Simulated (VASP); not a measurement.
Set up this calculation in VASP 6.6.1, as the native input.

```yaml
Task: single point
Functional: PBE
Potentials_or_basis: VASP PAW PBE potentials, release 64 (Ga_d, Sb)
Cutoff: 520 eV
k_mesh: 14 × 14 × 14
Occupations: gaussian, width 0.15 eV
Spin: no spin polarisation
Dipole_correction: no
Further_INCAR_settings: ALGO = Normal; EDIFF = 1e-07; NBANDS = 16
```

The structure of GaSb lies in POSCAR:

```
GaSb
1.0
    0.0000000000      3.2622440383      3.0924675687
    3.0924675687      0.0000000000      3.0924675687
    3.0924675687      3.2622440383      0.0000000000
Ga Sb
1 1
Direct
    0.0000000000      0.0000000000      0.0000000000
    0.7500000000      0.7500000000      0.7500000000
```

One way to write it, as run:

INCAR

```
PREC = Accurate
ENCUT = 520
EDIFF = 1E-7
ISMEAR = 0
SIGMA = 0.15
LREAL = False
LASPH = True
NELM = 100
ALGO = Normal
ISIF = 2
LWAVE = False
LCHARG = True
GGA = PE
LELF = True
LVHAR = True
NBANDS = 16
```

KPOINTS

```
regular mesh
0
Gamma
  14 14 14
```

Potentials or basis: VASP PAW PBE potentials, release 64 (Ga_d, Sb).

Run with:

```bash
$ cat potpaw_PBE.64/Ga_d/POTCAR potpaw_PBE.64/Sb/POTCAR > POTCAR
$ mpirun -np 1 vasp_std > vasp.out
```

Results of the run:

- Pressure: -1.6 GPa
- Band gap on the k mesh: zero (filled and empty bands touch)

Caveat: semilocal functionals underestimate gaps, and a narrow one can read as zero; spin-orbit coupling is left out, which moves the levels of the heavy elements.

It took 2.7 min on 1 thread of AMD EPYC 9R45 96-Core Processor (Zen 5), on a shared host, peak memory 0.37 GiB.
